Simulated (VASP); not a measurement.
Input of a VASP 6.6.1 run:

File INCAR:

```
SYSTEM = Pt
PREC = Accurate
ENCUT = 520
EDIFF = 1E-7
ISMEAR = 0
SIGMA = 0.15
LREAL = .False.
LASPH = .True.
NELM = 80
ALGO = Normal
ISIF = 2
LWAVE = .False.
LCHARG = .False.
GGA = PS
NBANDS = 17
```

KPOINTS

```
Automatic mesh
0
Gamma
  18 18 10
  0 0 0
```

The input POSCAR:

```
Pt
1.0
    2.7251897179      0.0000000000      0.0000000000
   -1.3625948590      2.3600835258      0.0000000000
    0.0000000000      0.0000000000      4.3619045747
Pt
2
Direct
    0.6666666667      0.3333333333      0.7500000000
    0.3333333333      0.6666666667      0.2500000000
```

Potentials or basis: VASP PAW PBE potentials, release 64 (Pt).

The run is started by

```console
$ cat potpaw_PBE.64/Pt/POTCAR > POTCAR
$ mpirun -np 1 vasp_std > vasp.out
```

(1) Estimate the band gap on the k mesh.

(2) What does it give for the pressure?

## Answers

(1) zero (bands 10 and 11 overlap by 1.42 eV).

(2) 26.2 GPa.

Caveat: the cell differs from its parent crystal (engineering shear strain xy +0.0000, normal strain along z -0.0733); the stress differs along the axes, from 21 to 36 GPa; the PAW data sets were made with another functional, which shifts forces and pressure a little; spin-orbit coupling is left out, which moves the levels of the heavy elements.
